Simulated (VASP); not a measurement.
# Mg16HO16 (a cell with a defect) in VASP: further runs

The runs below take Mg16HO16 (a cell with a defect) through single point, with PBE.

Program: VASP 6.6.1. These are calculated values, not measurements. Logs are shortened: lines on timing, memory, paths and dates and some standing lists are left out, and cuts for length are marked.

## Step 1: The cell of the first run

The cell holds a defect, 33 atoms: a = 7.369 Å, b = 7.369 Å, c = 7.369 Å, α = 109.47°, β = 109.47°, γ = 109.47°.

## Step 2: Single point, PBE

The input, INCAR:

```
SYSTEM = Mg16HO16
PREC = Accurate ; ENCUT = 520
EDIFF = 1E-6 ; ISMEAR = -1
SIGMA = 0.01 ; LREAL = Auto
LASPH = .TRUE. ; NELM = 120
ALGO = Normal ; ISIF = 2
LWAVE = .FALSE. ; LCHARG = .FALSE.
GGA = PE ; NBANDS = 86
NELECT = 130.0 ; GGA_COMPAT = .FALSE.
```

The input, KPOINTS:

```
regular mesh
0
G
  1 1 1
  0 0 0
```

The input, POSCAR:

```
Mg16HO16
1.0
   -4.2543812300      4.2543812300      4.2543812300
    4.2543812300     -4.2543812300      4.2543812300
    4.2543812300      4.2543812300     -4.2543812300
Mg O H
16 16 1
Direct
   -0.0137914298     -0.0131043733      0.0003962973
    0.0033356202      0.2454923392      0.7494382444
   -0.0018317587      0.4988530377      0.4977137416
    0.0080076275      0.7586853000      0.2673035016
    0.2447954106      0.0040524107      0.7494588114
    0.2639457865      0.2646322553      0.4996476303
    0.2398235947      0.4917723370      0.2322060358
    0.2504323055      0.7511100504      0.0021558952
    0.4982476617     -0.0010672527      0.4977125663
    0.4911864704      0.2404847955      0.2322808998
    0.5128877461      0.5135749200      0.0003964149
    0.4865498384      0.7640809143      0.7512387412
    0.7580550086      0.0085945518      0.2672598995
    0.7504342764      0.2511113702      0.0021563653
    0.7633501382      0.4874247012      0.7513858837
    0.7344039782      0.7350900944      0.4996479829
    0.0069420201      0.0076599858      0.5152129961
   -0.0044395410      0.2532508118      0.2497601749
    0.0009333907      0.4969736809     -0.0014835295
   -0.0009157618      0.7445583338      0.7498893088
    0.2526325080     -0.0037536598      0.2497795667
    0.2408547670      0.2415689719     -0.0169649818
    0.2494529622      0.5053965274      0.7498764985
    0.2479024429      0.7528742317      0.5013860735
    0.4963131854      0.0016215049     -0.0014556758
    0.5047175803      0.2501918475      0.7498896614
    0.4625643292      0.4632020248      0.4263755178
    0.4958958509      0.7535857335      0.2497589996
    0.7438663413     -0.0001890992      0.7498762634
    0.7521965774      0.2486281654      0.5014348467
    0.7529200668      0.4965340165      0.2497792141
    0.7839405591      0.7844572030      0.0690069799
    0.6223149400      0.6230372542      0.7459578323
```

Potentials or basis: VASP PAW PBE potentials, release 64 (Mg, O, H).

Run with:

```console
$ cat potpaw_PBE.64/Mg/POTCAR potpaw_PBE.64/O/POTCAR potpaw_PBE.64/H/POTCAR > POTCAR
$ mpirun -np 1 vasp_gam > vasp.out
```

OUTCAR:

```text
SYSTEM = Mg16HO16
   PREC = Accurate
   ENCUT = 520
   EDIFF = 1E-6
   ISMEAR = -1
   LREAL = Auto
   LASPH = .TRUE.
   NELM = 120
   ISIF = 2
   GGA = PE
   NELECT = 130.0

 ion  position               nearest neighbor table
   1  0.986  0.987  0.000-  32 2.06  20 2.15  29 2.15  18 2.16  21 2.16  22 2.24  13 2.98   4 2.98
                            14 3.01   8 3.01  15 3.01  12 3.01  16 3.01   6 3.01   7 3.04  10 3.04
   2  0.003  0.245  0.749-  22 2.02  17 2.02  30 2.14  19 2.14  23 2.15  29 2.15  15 2.90  13 2.90
                             7 2.91   5 2.91   3 3.04   9 3.04   8 3.04  14 3.04  11 3.07   1 3.07
   3  0.998  0.499  0.498-  31 2.09  18 2.09  23 2.11  20 2.11  30 2.13  24 2.13  12 2.94  15 2.94
                             4 2.95  13 2.95  14 2.98  16 3.01   6 3.01   8 3.04   2 3.04   5 3.04
   4  0.008  0.759  0.267-  32 1.92  24 2.04  17 2.12  21 2.13  31 2.13  19 2.23   5 2.90   9 2.95
                             3 2.95   1 2.98  11 2.98  13 3.01   7 3.01   6 3.05  16 3.05   8 3.05
   5  0.245  0.004  0.749-  22 2.02  17 2.02  24 2.14  25 2.14  26 2.15  20 2.15  12 2.90   4 2.90
                             2 2.91  10 2.91   9 3.04   3 3.04  14 3.04   8 3.04  11 3.07   1 3.07
   6  0.264  0.265  0.500-  27 2.05  26 2.15  23 2.15  18 2.16  21 2.16  17 2.25   7 2.98  10 2.98
                             9 3.01   3 3.01  15 3.01  12 3.01  11 3.01   1 3.01  13 3.05   4 3.05
   7  0.240  0.492  0.232-  27 1.91  19 2.03  22 2.13  28 2.13  18 2.13  24 2.22   2 2.91   8 2.95
                            14 2.95  16 2.98   6 2.98   4 3.01  10 3.02  11 3.04   1 3.04   9 3.05
   8  0.250  0.751  0.002-  21 2.09  28 2.09  23 2.11  20 2.12  19 2.13  25 2.13  12 2.93  15 2.93
                            10 2.95   7 2.95   9 2.98  11 3.01   1 3.01   3 3.04   2 3.04   5 3.04
   9  0.498  0.999  0.498-  21 2.09  28 2.09  29 2.11  26 2.11  30 2.13  24 2.13  12 2.94  15 2.94
[... 16 lines left out ...]
  18  0.996  0.253  0.250-  14 2.09   3 2.09  13 2.13   7 2.13   1 2.16   6 2.16
  19  0.001  0.497  0.999-  15 2.02   7 2.03   8 2.13  14 2.13   2 2.14   4 2.23
  20  0.999  0.745  0.750-  15 2.11   3 2.11   8 2.12   5 2.15  16 2.15   1 2.15
  21  0.253  0.996  0.250-   8 2.09   9 2.09   4 2.13  10 2.13   1 2.16   6 2.16
  22  0.241  0.242  0.983-   5 2.02   2 2.02   7 2.13  10 2.13  11 2.24   1 2.24
[... 8 lines left out ...]
  31  0.753  0.497  0.250-  14 2.09   3 2.09   4 2.13  10 2.13  11 2.16  16 2.16
  32  0.784  0.784  0.069-   4 1.92  13 1.92   1 2.06  11 2.06  15 2.53  12 2.54
  33  0.622  0.623  0.746-  15 1.66  12 1.67

  LATTYP: Found a body centered cubic cell.
 ALAT       =     8.5087624600

  Lattice vectors:

 A1 = (  -4.2543812300,   4.2543812300,   4.2543812300)
 A2 = (   4.2543812300,  -4.2543812300,   4.2543812300)
 A3 = (   4.2543812300,   4.2543812300,  -4.2543812300)

Analysis of symmetry for initial positions (statically):
=====================================================================
 Subroutine PRICEL returns:
 Original cell was already a primitive cell.

 Routine SETGRP: Setting up the symmetry group for a
 body centered cubic supercell.

 Subroutine GETGRP returns: Found  2 space group operations
 (whereof  1 operations were pure point group operations)
 out of a pool of 48 trial point group operations.

The static configuration has the point symmetry C_1 .
 The point group associated with its full space group is C_1h.

Analysis of symmetry for dynamics (positions and initial velocities):
=====================================================================
 Subroutine PRICEL returns:
 Original cell was already a primitive cell.

 Routine SETGRP: Setting up the symmetry group for a
 body centered cubic supercell.

 Subroutine GETGRP returns: Found  2 space group operations
 (whereof  1 operations were pure point group operations)
 out of a pool of 48 trial point group operations.

The dynamic configuration has the point symmetry C_1 .
 The point group associated with its full space group is C_1h.

 Subroutine INISYM returns: Found  2 space group operations
 (whereof  1 operations are pure point group operations),
 and found     1 'primitive' translations

----------------------------------------------------------------------------------------

                                     Primitive cell

  volume of cell :     308.0131

  direct lattice vectors                    reciprocal lattice vectors
    -4.254381230  4.254381230  4.254381230     0.000000000  0.117525904  0.117525904
     4.254381230 -4.254381230  4.254381230     0.117525904  0.000000000  0.117525904
     4.254381230  4.254381230 -4.254381230     0.117525904  0.117525904  0.000000000

  length of vectors
     7.368804445  7.368804445  7.368804445     0.166206727  0.166206727  0.166206727

  position of ions in fractional coordinates (direct lattice)
     0.986208570  0.986895627  0.000396297
     0.003335620  0.245492339  0.749438244
     0.998168241  0.498853038  0.497713742
     0.008007627  0.758685300  0.267303502
     0.244795411  0.004052411  0.749458811
     0.263945787  0.264632255  0.499647630
[... 25 lines left out ...]
     0.783940559  0.784457203  0.069006980
     0.622314940  0.623037254  0.745957832

  ion indices of the primitive-cell ions
   primitive index   ion index
                 1           1
                 2           2
                 3           3
                 4           4
                 5           5
                 6           6
[... 25 lines left out ...]
                32          32
                33          33

----------------------------------------------------------------------------------------

 KPOINTS: regular mesh

Automatic generation of k-mesh.
 Grid dimensions read from file:
 generate k-points for:    1    1    1

 Generating k-lattice:

  Cartesian coordinates                     Fractional coordinates (reciprocal lattice)
     0.000000000  0.117525904  0.117525904     1.000000000  0.000000000  0.000000000
     0.117525904  0.000000000  0.117525904     0.000000000  1.000000000  0.000000000
     0.117525904  0.117525904  0.000000000     0.000000000  0.000000000  1.000000000

  Length of vectors
     0.166206727  0.166206727  0.166206727

  Shift w.r.t. Gamma in fractional coordinates (k-lattice)
     0.000000000  0.000000000  0.000000000

 Subroutine IBZKPT returns following result:
 ===========================================

 Found      1 irreducible k-points:

 Following reciprocal coordinates:
            Coordinates               Weight
  0.000000  0.000000  0.000000      1.000000
   k-points           NKPTS =      1   k-points in BZ     NKDIM =      1   number of bands    NBANDS=     86
   number of dos      NEDOS =    301   number of ions     NIONS =     33
   total plane-waves  NPLWV = 175616
   dimension x,y,z NGX =    56 NGY =   56 NGZ =   56
   dimension x,y,z NGXF=   112 NGYF=  112 NGZF=  112
   ions per type =              16  16   1
   NGX,Y,Z   is equivalent  to a cutoff of  12.63, 12.63, 12.63 a.u.
   NGXF,Y,Z  is equivalent  to a cutoff of  25.27, 25.27, 25.27 a.u.
 SYSTEM =  Mg16HO16
   PREC   = accura    normal or accurate (medium, high low for compatibility)
   ISTART =      0    job   : 0-new  1-cont  2-samecut
   ICHARG =      2    charge: 1-file 2-atom 10-const
   ISPIN  =      1    spin polarized calculation?
   LNONCOLLINEAR =      F non collinear calculations
   LSORBIT =      F    spin-orbit coupling
   LASPH  =      T    aspherical Exc in radial PAW
   ENCUT  =  520.0 eV  38.22 Ry    6.18 a.u.  13.70 13.70 13.70*2*pi/ulx,y,z
   NELM   =    120;   NELMIN=  2; NELMDL= -5     # of ELM steps
   EDIFF  = 0.1E-05   stopping-criterion for ELM
   LREAL  =      T    real-space projection
   EDIFFG = 0.1E-04   stopping-criterion for IOM
   NSW    =      0    number of steps for IOM
   IBRION =     -1    ionic relax: 0-MD 1-quasi-New 2-CG
   NFREE  =      0    steps in history (QN), initial steepest desc. (CG)
   ISIF   =      2    stress and relaxation
   ISYM   =      2    0-nonsym 1-usesym 2-fastsym
   POTIM  = 0.5000    time-step for ionic-motion
   TEBEG  =    0.0;   TEEND  =   0.0 temperature during run
   PSTRESS=    0.0 pullay stress
   NELECT =     130.0000    total number of electrons
   NUPDOWN=      -1.0000    fix difference up-down
   EMIN   =  10.00;   EMAX   =-10.00  energy-range for DOS
   EFERMI =   0.00;   METHOD = LEGACY
   ISMEAR =    -1;   SIGMA  =   0.01  broadening in eV -4-tet -1-fermi 0-gaus
   EFERMI_NEDOS =   21; number of points for ismear=-14 and -15
   IALGO  =     38    algorithm
   IMIX   =      4    mixing-type and parameters
     AMIX     =   0.40;   BMIX     =  1.00
     AMIX_MAG =   1.60;   BMIX_MAG =  1.00
  volume/ion in A,a.u.               =       9.33        62.99
  Fermi-wavevector in a.u.,A,eV,Ry     =   1.228003  2.320590 20.517479  1.507992
  Thomas-Fermi vector in A             =   2.362945
   LORBIT       =      0    0 simple, 1 ext, 2 COOP (PROOUT), +10 PAW based schemes
   GGA     = PE    functional components
[... 5 lines left out ...]
 non-spin polarized calculation
  energy-cutoff  :      520.00
  volume of cell :      308.01
 maximum number of plane-waves:      4196
 NGX is ok and might be reduce to    54
   NGX = 27   NGY = 27   NGZ = 27

 number of electron     130.0000005 magnetization

 Free energy of the ion-electron system (eV)
  ---------------------------------------------------
  ext. energy  EPLUGINS =         0.00000000
  ---------------------------------------------------
  free energy    TOTEN  =      -183.30913319 eV

  energy without entropy =     -183.30913319  energy(sigma->0) =     -183.30913319

 E-fermi :   5.9245     XC(G=0): -11.0188

 val. band max:        5.6102018243   @ k =   0.0000   0.0000   0.0000
 cond. band min:       7.9528049000   @ k =   0.0000   0.0000   0.0000
 fundamental gap:      2.3426030757
 Fermi energy:         5.9244501537

 k-point     1 :       0.0000    0.0000    0.0000
  band No.  band energies     occupation
      1     -14.2104      2.00000
      2     -13.3162      2.00000
      3     -13.2823      2.00000
      4     -13.1743      2.00000
      5     -13.1135      2.00000
      6     -13.0681      2.00000
[... 69 lines left out ...]
     76      12.2083      0.00000
     77      12.2744      0.00000
 [bands above 77 left out]

------------------------ aborting loop because EDIFF is reached ----------------------------------------

  FORCE on cell =-STRESS in cart. coord.  units (eV):
  Direction    XX          YY          ZZ          XY          YZ          ZX
  --------------------------------------------------------------------------------------
  -------------------------------------------------------------------------------------
  Total       24.3877762     24.4202984      9.6337863      4.7863271      0.0000000      0.0000000
  in kB      126.8567499    127.0259189     50.1116138     24.8968127      0.0000000      0.0000000
  external PRESSURE =     101.3314275 kB  Pullay stress =       0.0000000 kB

 VOLUME and BASIS-vectors are now :
 -----------------------------------------------------------------------------
  energy-cutoff  :      520.00
  volume of cell :      308.01
      direct lattice vectors                 reciprocal lattice vectors
    -4.254381230  4.254381230  4.254381230     0.000000000  0.117525904  0.117525904
     4.254381230 -4.254381230  4.254381230     0.117525904  0.000000000  0.117525904
     4.254381230  4.254381230 -4.254381230     0.117525904  0.117525904  0.000000000

 POSITION                                       TOTAL-FORCE (eV/Angst)
 -----------------------------------------------------------------------------------
      0.00461     -0.00124      8.39265         0.008530      0.009267     -0.001619
      4.21862      2.15817     -2.12979         0.002054     -0.005680      0.000000
     -0.00681      4.24174      4.25144         0.000703     -0.000932      0.000663
      4.33088     -2.05646      2.12459        -0.001779      0.008706      0.000000
      2.16427      4.21270     -2.12979        -0.003004     -0.002045      0.000000
      2.12861      2.12277      0.12308        -0.016044     -0.015005     -0.004957
[... 25 lines left out ...]
      0.29578      0.29138      6.37898        -0.002639     -0.009288      0.000000
      3.17666      3.17052      2.12461         0.014259     -0.001378      0.000000
 -----------------------------------------------------------------------------------
    total drift:                                0.004451      0.008627      0.477705

  FREE ENERGIE OF THE ION-ELECTRON SYSTEM (eV)
  ---------------------------------------------------
  free  energy   TOTEN  =      -183.3091331881 eV

  energy  without entropy=     -183.3091331881  energy(sigma->0) =     -183.30913319
```

Wall time 48 s (1 thread of Intel Xeon 6975P-C (Granite Rapids), shared host); peak memory 0.4 GiB.

Results:

- Free energy: -183.3091 eV
- Largest force: 0.054 eV/Å

Forces in eV/Å, atoms in the order of the input:
```
Mg   0.009  0.009 -0.002
Mg   0.002 -0.006  0.000
Mg   0.001 -0.001  0.001
Mg  -0.002  0.009  0.000
Mg  -0.003 -0.002  0.000
Mg  -0.016 -0.015 -0.005
Mg  -0.009  0.000  0.000
Mg   0.000 -0.002 -0.001
Mg   0.001 -0.001 -0.001
Mg   0.001 -0.010  0.000
Mg   0.009  0.009  0.002
Mg  -0.016 -0.004  0.000
Mg   0.010 -0.002  0.000
Mg   0.000 -0.002  0.001
Mg  -0.015 -0.006  0.000
Mg  -0.016 -0.015  0.005
O   -0.012 -0.007  0.000
O   -0.004  0.000 -0.002
O    0.006 -0.003  0.000
O    0.003  0.004  0.004
O    0.000 -0.004 -0.003
O    0.004  0.007  0.000
O    0.002  0.004 -0.001
O    0.008 -0.004  0.000
O   -0.005  0.004  0.000
O    0.003  0.004 -0.004
O    0.039  0.038  0.000
O   -0.004  0.000  0.002
O    0.002  0.004  0.001
O   -0.007  0.006  0.000
O    0.000 -0.004  0.003
O   -0.003 -0.009  0.000
H    0.014 -0.001  0.000
```

Caveat: the k points lie up to 1.04 Å⁻¹ apart, too coarse for converged energies, forces and pressures; the cell carries a net charge on a neutralising background, which shifts energy and pressure; the cell is charged against a uniform background, so pressure and absolute levels hang on convention.

[end of part 1 of 2]
